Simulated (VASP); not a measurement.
A run of VASP 6.6.1:

The input INCAR:

```
SYSTEM = BP
PREC = Accurate
ENCUT = 500
EDIFF = 1E-6
ISMEAR = 0
SIGMA = 0.05
LREAL = .False.
LASPH = .True.
NELM = 120
ALGO = Normal
ISIF = 2
LWAVE = .False.
LCHARG = .True.
GGA = PE
LELF = .True.
LVHAR = .True.
NBANDS = 11
GGA_COMPAT = .False.
```

The input KPOINTS:

```
Automatic mesh
0
Gamma
  8 8 8
  0 0 0
```

File POSCAR:

```
BP
1.0
    0.0000000000      2.3143800000      2.2690000000
    2.3143800000      0.0000000000      2.2690000000
    2.3143800000      2.3143800000      0.0000000000
B P
1 1
Direct
    0.0000000000      0.0000000000      0.0000000000
    0.2500000000      0.2500000000      0.2500000000
```

Potentials or basis: VASP PAW PBE potentials, release 64 (B, P).

Command:

```bash
$ cat potpaw_PBE.64/B/POTCAR potpaw_PBE.64/P/POTCAR > POTCAR
$ mpirun -np 1 vasp_std > vasp.out
```

Hardware: 1 thread of Intel(R) Xeon(R) 6975P-C (Granite Rapids), on a shared host.

Task: How long does it take, and how much memory?

Result: It took 4.8 s on 1 thread of Intel(R) Xeon(R) 6975P-C (Granite Rapids), on a shared host, peak memory 0.13 GiB. Counts: scf iterations 13, k points 59.
